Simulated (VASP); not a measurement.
# Cu3Pd (P4/mmm) in VASP: notebook, part 2 of 2

VASP 6.6.1. Earlier steps stand in the parts before.

### 4 Single point, LDA

Contents of INCAR:

```
PREC     = Accurate       # precision mode
ENCUT    = 520            # plane-wave cutoff, eV
EDIFF    = 1E-6           # SCF threshold, eV
ISMEAR   = 1              # smearing method
SIGMA    = 0.2            # smearing width, eV
LREAL    = False          # projectors in reciprocal space
LASPH    = True           # aspherical terms in the spheres
NELM     = 100            # most SCF steps
ALGO     = Normal         # electronic algorithm
ISIF     = 2              # what is computed and relaxed
LWAVE    = False          # write WAVECAR
LCHARG   = False          # write CHGCAR
NBANDS   = 30             # bands
```

Contents of KPOINTS:

```
Automatic mesh
0
Gamma
  6 6 6
```

Contents of POSCAR:

```
Cu3Pd
1.0
    3.6970000000      0.0000000000      0.0000000000
    0.0000000000      3.6970000000      0.0000000000
    0.0000000000      0.0000000000      3.6590000000
Cu Pd
3 1
Direct
    0.0000000000      0.5000000000      0.5000000000
    0.5000000000      0.0000000000      0.5000000000
    0.5000000000      0.5000000000      0.0000000000
    0.0000000000      0.0000000000      0.0000000000
```

Potentials or basis: VASP PAW LDA potentials, release 64 (Cu, Pd).

Run with:

```
> cat potpaw_LDA.64/Cu/POTCAR potpaw_LDA.64/Pd/POTCAR > POTCAR
> mpirun -np 1 vasp_std > vasp.out
```

OUTCAR:

```text
PREC = Accurate
   ENCUT = 520
   EDIFF = 1E-6
   ISMEAR = 1
   LREAL = False
   LASPH = True
   NELM = 100
   ISIF = 2

 ion  position               nearest neighbor table
   1  0.000  0.500  0.500-   3 2.60   4 2.60   3 2.60   4 2.60   4 2.60   4 2.60   3 2.60   3 2.60
                             2 2.61   2 2.61   2 2.61   2 2.61
   2  0.500  0.000  0.500-   3 2.60   4 2.60   3 2.60   4 2.60   3 2.60   3 2.60   4 2.60   4 2.60
                             1 2.61   1 2.61   1 2.61   1 2.61
   3  0.500  0.500  0.000-   1 2.60   2 2.60   1 2.60   2 2.60   2 2.60   2 2.60   1 2.60   1 2.60
                             4 2.61   4 2.61   4 2.61   4 2.61
   4  0.000  0.000  0.000-   1 2.60   2 2.60   1 2.60   2 2.60   1 2.60   1 2.60   2 2.60   2 2.60
                             3 2.61   3 2.61   3 2.61   3 2.61

  LATTYP: Found a simple tetragonal cell.
 ALAT       =     3.6970000000
 C/A-ratio  =     0.9897213957

  Lattice vectors:

 A1 = (   3.6970000000,   0.0000000000,   0.0000000000)
 A2 = (   0.0000000000,   3.6970000000,   0.0000000000)
 A3 = (   0.0000000000,   0.0000000000,   3.6590000000)

Analysis of symmetry for initial positions (statically):
=====================================================================
 Subroutine PRICEL returns:
 Original cell was already a primitive cell.

 Routine SETGRP: Setting up the symmetry group for a
 simple tetragonal supercell.

 Subroutine GETGRP returns: Found 16 space group operations
 (whereof 16 operations were pure point group operations)
 out of a pool of 16 trial point group operations.

The static configuration has the point symmetry D_4h.

Analysis of symmetry for dynamics (positions and initial velocities):
=====================================================================
 Subroutine PRICEL returns:
 Original cell was already a primitive cell.

 Routine SETGRP: Setting up the symmetry group for a
 simple tetragonal supercell.

[... 121 lines left out ...]
   EMIN   =  10.00;   EMAX   =-10.00  energy-range for DOS
   EFERMI =   0.00;   METHOD = LEGACY
   ISMEAR =     1;   SIGMA  =   0.20  broadening in eV -4-tet -1-fermi 0-gaus
   EFERMI_NEDOS =   21; number of points for ismear=-14 and -15
   IALGO  =     38    algorithm
   IMIX   =      4    mixing-type and parameters
     AMIX     =   0.40;   BMIX     =  1.00
     AMIX_MAG =   1.60;   BMIX_MAG =  1.00
  volume/ion in A,a.u.               =      12.50        84.37
  Fermi-wavevector in a.u.,A,eV,Ry     =   1.556720  2.941775 32.972054  2.423378
  Thomas-Fermi vector in A             =   2.660475
   LORBIT       =      0    0 simple, 1 ext, 2 COOP (PROOUT), +10 PAW based schemes
   GGA     = CA    functional components
   LHFCALC =     F    Hartree Fock is set to
   AEXX    =    0.0000 exact exchange contribution
   IVDW    =     0    specifies the selected vdW correction
   LEPSILON=     F    determine dielectric tensor
   LRPA    =     F    only Hartree local field effects (RPA)
 non-spin polarized calculation
 Methfessel and Paxton  Order N= 1 SIGMA  =   0.20
  energy-cutoff  :      520.00
  volume of cell :       50.01
 maximum number of plane-waves:      1368
 NGX is ok and might be reduce to    28
   NGX = 13   NGY = 13   NGZ = 13

 number of electron      43.0000093 magnetization

 Free energy of the ion-electron system (eV)
  ---------------------------------------------------
  ext. energy  EPLUGINS =         0.00000000
  ---------------------------------------------------
  free energy    TOTEN  =       -20.93128828 eV

  energy without entropy =      -20.92603706  energy(sigma->0) =      -20.92953787

 E-fermi :   7.8677     XC(G=0): -13.2309

 val. band max:        7.8505254643   @ k =   0.5000   0.5000   0.3333
 cond. band min:       7.8700997271   @ k =   0.5000   0.3333   0.5000
 fundamental gap:      0.0195742627
 Fermi energy:         7.8676752447

 k-point     1 :       0.0000    0.0000    0.0000
  band No.  band energies     occupation
      1      -0.7356      2.00000
      2       2.7423      2.00000
      3       2.7481      2.00000
      4       3.4575      2.00000
      5       3.4629      2.00000
      6       3.4629      2.00000
[... 781 lines left out ...]
     29      20.2837      0.00000
     30      20.7344      0.00000

 [... further k-points ...]
[... 5 lines left out ...]
  --------------------------------------------------------------------------------------
  -------------------------------------------------------------------------------------
  Total       -3.0474392     -3.0474392     -2.8501659      0.0000000      0.0000000      0.0000000
  in kB      -97.6302325    -97.6302325    -91.3102246      0.0000000      0.0000000      0.0000000
  external PRESSURE =     -95.5235632 kB  Pullay stress =       0.0000000 kB

 VOLUME and BASIS-vectors are now :
 -----------------------------------------------------------------------------
  energy-cutoff  :      520.00
  volume of cell :       50.01
      direct lattice vectors                 reciprocal lattice vectors
     3.697000000  0.000000000  0.000000000     0.270489586  0.000000000  0.000000000
     0.000000000  3.697000000  0.000000000     0.000000000  0.270489586  0.000000000
     0.000000000  0.000000000  3.659000000     0.000000000  0.000000000  0.273298715

 POSITION                                       TOTAL-FORCE (eV/Angst)
 -----------------------------------------------------------------------------------
      0.00000      1.84850      1.82950         0.000000      0.000000      0.000000
      1.84850      0.00000      1.82950         0.000000      0.000000      0.000000
      1.84850      1.84850      0.00000         0.000000      0.000000      0.000000
      0.00000      0.00000      0.00000         0.000000      0.000000      0.000000
 -----------------------------------------------------------------------------------
    total drift:                                0.000000      0.000000      0.000000

  FREE ENERGIE OF THE ION-ELECTRON SYSTEM (eV)
  ---------------------------------------------------
  free  energy   TOTEN  =       -20.9312882786 eV

  energy  without entropy=      -20.9260370587  energy(sigma->0) =      -20.92953787
```

OSZICAR:

```text
N       E                     dE             d eps       ncg     rms          rms(c)
DAV:   1     0.339990618070E+03    0.33999E+03   -0.18892E+04  2600   0.232E+03
DAV:   2     0.774409883594E+01   -0.33225E+03   -0.31500E+03  2418   0.399E+02
DAV:   3    -0.235590462133E+02   -0.31303E+02   -0.29519E+02  2722   0.157E+02
DAV:   4    -0.244188882881E+02   -0.85984E+00   -0.85782E+00  3412   0.317E+01
DAV:   5    -0.244376019014E+02   -0.18714E-01   -0.18710E-01  3606   0.352E+00    0.179E+01
DAV:   6    -0.247889350955E+02   -0.35133E+00   -0.37427E+01  2732   0.171E+02    0.136E+01
DAV:   7    -0.211069649595E+02    0.36820E+01   -0.20175E+01  3074   0.938E+01    0.322E+00
DAV:   8    -0.209567161388E+02    0.15025E+00   -0.80027E-01  3420   0.102E+01    0.158E+00
DAV:   9    -0.209364041252E+02    0.20312E-01   -0.98889E-02  3298   0.437E+00    0.641E-01
DAV:  10    -0.209339015757E+02    0.25025E-02   -0.14279E-02  3272   0.343E+00    0.446E-01
DAV:  11    -0.209314808236E+02    0.24208E-02   -0.55974E-03  3258   0.129E+00    0.148E-01
DAV:  12    -0.209313440739E+02    0.13675E-03   -0.13697E-03  3510   0.964E-01    0.686E-02
DAV:  13    -0.209312889377E+02    0.55136E-04   -0.26095E-04  3632   0.402E-01    0.149E-02
DAV:  14    -0.209312887379E+02    0.19990E-06   -0.13099E-05  3580   0.412E-02    0.655E-03
DAV:  15    -0.209312882786E+02    0.45924E-06   -0.10581E-06  1532   0.297E-02
   1 F= -.20931288E+02 E0= -.20929538E+02  d E =-.525122E-02
```

Wall time 49 s (1 thread of Intel Xeon Platinum 8375C at 2.90GHz (Ice Lake), shared host); peak memory 0.17 GiB.

What came out:

| Property | Result |
| --- | --- |
| Free energy | -20.9313 eV |
| Pressure | -9.6 GPa |

Levels at points of the mesh, in eV from the Fermi level:
| k point | band 18 | band 19 | band 20 | band 21 | band 22 | band 23 | band 24 | band 25 | band 26 | band 27 |
| --- | --- | --- | --- | --- | --- | --- | --- | --- | --- | --- |
| (0.00, 0.00, 0.00) | -0.81 | -0.42 | -0.37 | -0.37 | 2.05 | 2.05 | 2.26 | 8.27 | 8.29 | 8.54 |
| (0.50, 0.00, 0.00) | -1.62 | -1.48 | -1.20 | -1.16 | -0.40 | 6.93 | 7.13 | 7.13 | 7.31 | 8.03 |
| (0.50, 0.50, 0.00) | -1.88 | -1.61 | -1.61 | 0.01 | 0.01 | 1.09 | 1.25 | 9.46 | 10.81 | 10.81 |
| (0.00, 0.00, 0.50) | -1.63 | -1.45 | -1.22 | -1.20 | -0.45 | 7.01 | 7.01 | 7.24 | 7.24 | 7.96 |
| (0.50, 0.00, 0.50) | -1.87 | -1.58 | -1.57 | 0.05 | 0.06 | 1.17 | 1.30 | 9.32 | 10.62 | 10.62 |
| (0.50, 0.50, 0.50) | -0.88 | -0.75 | -0.75 | -0.71 | -0.09 | -0.09 | -0.08 | 4.90 | 4.95 | 4.95 |

### 5 Single point, LDA

Contents of INCAR:

```
ALGO = Normal
EDIFF = 1E-7
ENCUT = 520
ISIF = 2
ISMEAR = 1
LASPH = T
LCHARG = F
LREAL = F
LWAVE = F
NBANDS = 30
NELM = 80
PREC = Accurate
SIGMA = 0.1
```

Contents of KPOINTS:

```
k-points
0
Gamma
  6 6 6
```

POSCAR is that of step 4.

Potentials or basis: VASP PAW LDA potentials, release 64 (Cu, Pd).

Run with:

```
> cat potpaw_LDA.64/Cu/POTCAR potpaw_LDA.64/Pd/POTCAR > POTCAR
> mpirun -np 1 vasp_std > vasp.out
```

OUTCAR:

```text
EDIFF = 1E-7
   ENCUT = 520
   ISIF = 2
   ISMEAR = 1
   LASPH = T
   LREAL = F
   NELM = 80
   PREC = Accurate

 ion  position               nearest neighbor table
   1  0.000  0.500  0.500-   3 2.60   4 2.60   3 2.60   4 2.60   4 2.60   4 2.60   3 2.60   3 2.60
                             2 2.61   2 2.61   2 2.61   2 2.61
   2  0.500  0.000  0.500-   3 2.60   4 2.60   3 2.60   4 2.60   3 2.60   3 2.60   4 2.60   4 2.60
                             1 2.61   1 2.61   1 2.61   1 2.61
   3  0.500  0.500  0.000-   1 2.60   2 2.60   1 2.60   2 2.60   2 2.60   2 2.60   1 2.60   1 2.60
                             4 2.61   4 2.61   4 2.61   4 2.61
   4  0.000  0.000  0.000-   1 2.60   2 2.60   1 2.60   2 2.60   1 2.60   1 2.60   2 2.60   2 2.60
                             3 2.61   3 2.61   3 2.61   3 2.61

  LATTYP: Found a simple tetragonal cell.
 ALAT       =     3.6970000000
 C/A-ratio  =     0.9897213957

  Lattice vectors:

 A1 = (   3.6970000000,   0.0000000000,   0.0000000000)
 A2 = (   0.0000000000,   3.6970000000,   0.0000000000)
 A3 = (   0.0000000000,   0.0000000000,   3.6590000000)

Analysis of symmetry for initial positions (statically):
[... 172 lines left out ...]
  ext. energy  EPLUGINS =         0.00000000
  ---------------------------------------------------
  free energy    TOTEN  =       -20.92814629 eV

  energy without entropy =      -20.92554493  energy(sigma->0) =      -20.92727917

 E-fermi :   7.8882     XC(G=0): -13.2316

 val. band max:        7.8812992879   @ k =   0.5000   0.5000   0.1667
 cond. band min:       7.9167190743   @ k =   0.5000   0.1667   0.5000
 fundamental gap:      0.0354197864
 Fermi energy:         7.8882244440

 k-point     1 :       0.0000    0.0000    0.0000
  band No.  band energies     occupation
      1      -0.7356      2.00000
      2       2.7380      2.00000
      3       2.7450      2.00000
      4       3.4533      2.00000
      5       3.4589      2.00000
      6       3.4589      2.00000
[... 781 lines left out ...]
     29      20.2822      0.00000
     30      20.7339      0.00000

 [... further k-points ...]
[... 5 lines left out ...]
  --------------------------------------------------------------------------------------
  -------------------------------------------------------------------------------------
  Total       -3.0887038     -3.0887038     -2.9266280      0.0000000      0.0000000      0.0000000
  in kB      -98.9522184    -98.9522184    -93.7598250      0.0000000      0.0000000      0.0000000
  external PRESSURE =     -97.2214206 kB  Pullay stress =       0.0000000 kB

 VOLUME and BASIS-vectors are now :
 -----------------------------------------------------------------------------
  energy-cutoff  :      520.00
  volume of cell :       50.01
      direct lattice vectors                 reciprocal lattice vectors
     3.697000000  0.000000000  0.000000000     0.270489586  0.000000000  0.000000000
     0.000000000  3.697000000  0.000000000     0.000000000  0.270489586  0.000000000
     0.000000000  0.000000000  3.659000000     0.000000000  0.000000000  0.273298715

 POSITION                                       TOTAL-FORCE (eV/Angst)
 -----------------------------------------------------------------------------------
      0.00000      1.84850      1.82950         0.000000      0.000000      0.000000
      1.84850      0.00000      1.82950         0.000000      0.000000      0.000000
      1.84850      1.84850      0.00000         0.000000      0.000000      0.000000
      0.00000      0.00000      0.00000         0.000000      0.000000      0.000000
 -----------------------------------------------------------------------------------
    total drift:                                0.000000      0.000000      0.000000

  FREE ENERGIE OF THE ION-ELECTRON SYSTEM (eV)
  ---------------------------------------------------
  free  energy   TOTEN  =       -20.9281462850 eV

  energy  without entropy=      -20.9255449319  energy(sigma->0) =      -20.92727917
```

OSZICAR:

```text
N       E                     dE             d eps       ncg     rms          rms(c)
DAV:   1     0.339988827414E+03    0.33999E+03   -0.18892E+04  2600   0.232E+03
DAV:   2     0.774046692535E+01   -0.33225E+03   -0.31500E+03  2418   0.399E+02
DAV:   3    -0.235615780616E+02   -0.31302E+02   -0.29519E+02  2722   0.157E+02
DAV:   4    -0.244219009961E+02   -0.86032E+00   -0.85852E+00  3412   0.317E+01
DAV:   5    -0.244406119403E+02   -0.18711E-01   -0.18708E-01  3606   0.352E+00    0.179E+01
DAV:   6    -0.248137167079E+02   -0.37310E+00   -0.37618E+01  2732   0.171E+02    0.137E+01
DAV:   7    -0.211033419268E+02    0.37104E+01   -0.20332E+01  3074   0.938E+01    0.324E+00
DAV:   8    -0.209526933179E+02    0.15065E+00   -0.80508E-01  3428   0.103E+01    0.153E+00
DAV:   9    -0.209334684204E+02    0.19225E-01   -0.93798E-02  3166   0.383E+00    0.647E-01
DAV:  10    -0.209307253123E+02    0.27431E-02   -0.10784E-02  3306   0.293E+00    0.448E-01
DAV:  11    -0.209283641350E+02    0.23612E-02   -0.45026E-03  3314   0.137E+00    0.154E-01
DAV:  12    -0.209282207449E+02    0.14339E-03   -0.15875E-03  3468   0.102E+00    0.767E-02
DAV:  13    -0.209281465791E+02    0.74166E-04   -0.34715E-04  3762   0.441E-01    0.128E-02
DAV:  14    -0.209281463245E+02    0.25463E-06   -0.16765E-05  3738   0.487E-02    0.364E-03
DAV:  15    -0.209281462850E+02    0.39435E-07   -0.66871E-07  3268   0.152E-02
   1 F= -.20928146E+02 E0= -.20927279E+02  d E =-.260135E-02
```

stdout:

```text
POSCAR found type information on POSCAR CuPd
 POSCAR found :  2 types and       4 ions
 scaLAPACK will be used
 LDA part: xc-table for (Slater(with rela. corr.)+CA(PZ))
 , standard interpolation
 POSCAR, INCAR and KPOINTS ok, starting setup
 FFT: planning ... GRIDC
 FFT: planning ... GRID_SOFT
 FFT: planning ... GRID
 WAVECAR not read
 entering main loop
```

Wall time 48 s (1 thread of Intel Xeon Platinum 8375C at 2.90GHz (Ice Lake), shared host); peak memory 0.17 GiB.

Results:

```yaml
Free_energy: -20.9281 eV
Pressure: -9.7 GPa
```

Levels at points of the mesh, in eV from the Fermi level:
```
           k point  band 18  band 19  band 20  band 21  band 22  band 23  band 24  band 25  band 26  band 27
(0.00, 0.00, 0.00)    -0.84    -0.45    -0.40    -0.40     2.03     2.03     2.24     8.24     8.27     8.52
(0.50, 0.00, 0.00)    -1.64    -1.51    -1.23    -1.19    -0.42     6.91     7.11     7.11     7.29     8.01
(0.50, 0.50, 0.00)    -1.90    -1.63    -1.63    -0.01    -0.01     1.07     1.22     9.44    10.79    10.79
(0.00, 0.00, 0.50)    -1.65    -1.48    -1.24    -1.23    -0.48     6.99     6.99     7.22     7.22     7.94
(0.50, 0.00, 0.50)    -1.90    -1.60    -1.60     0.03     0.03     1.14     1.27     9.30    10.60    10.60
(0.50, 0.50, 0.50)    -0.91    -0.78    -0.77    -0.73    -0.11    -0.11    -0.10     4.88     4.93     4.93
```

### 6 Overview

```tsv
smearing	gap on the mesh (eV)	pressure (GPa)
methfessel-paxton 0.5 eV	none	-9.5
methfessel-paxton 0.3 eV	none	-9.4
methfessel-paxton 0.2 eV	none	-9.6
methfessel-paxton 0.1 eV	none	-9.7
```

Alike in all rows: task single point; level LDA; potentials or basis VASP PAW LDA potentials, release 64 (Cu, Pd); no spin polarisation; cell as given; k mesh 6 × 6 × 6; cutoff (eV) 520.

Every run on the cell as given and a fine mesh finds a metal.

Total energies depend on the potentials used, so only differences within one code and one set of settings carry meaning.
